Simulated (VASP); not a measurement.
Here is a VASP 6.6.1 calculation.

The input INCAR:

```
PREC = Accurate ; ENCUT = 520
EDIFF = 1E-8 ; ISMEAR = -1
SIGMA = 0.05 ; LREAL = F
LASPH = T ; NELM = 60
ALGO = Normal ; ISIF = 2
LWAVE = F ; LCHARG = F
GGA = PS ; LEFG = T
NBANDS = 16
```

The input KPOINTS:

```
Automatic mesh
0
Gamma
  13 13 12
```

The input POSCAR:

```
WC
1.0
    2.9005014360     -0.0145025072     -0.0145025072
   -1.4628102576      2.5191591809     -0.0053082861
   -0.0141450000     -0.0141450000      2.8290000000
W C
1 1
Direct
    0.0000000000      0.0000000000      0.0000000000
    0.6666666667      0.3333333333      0.5000000000
```

Potentials or basis: VASP PAW PBE potentials, release 64 (W_sv, C).

The run is started by

```bash
$ cat potpaw_PBE.64/W_sv/POTCAR potpaw_PBE.64/C/POTCAR > POTCAR
$ mpirun -np 1 vasp_std > vasp.out
```

Q: What does it give for the pressure?

A: 0.6 GPa.

Q: What does it give for the band gap on the k mesh?

A: Zero (band 9 reaches 11.70 eV, above the bottom of band 10 at 10.52 eV).

Q: What does it give for the largest force?

A: 0.065 eV/Å.

Stress tensor (GPa, compression positive):
```
0.62 2.49 3.25
2.49 0.62 3.25
3.25 3.25 0.54
```

Caveat: the cell differs from its parent crystal (equal xy, yz and zx shear strains of -1 %); without QUAD_EFG the Cq values of the log hold for a quadrupole moment of 1 mb, not for the nuclei; the PAW data sets were made with another functional, which shifts forces and pressure a little; spin-orbit coupling is left out, which moves the levels of the heavy elements.
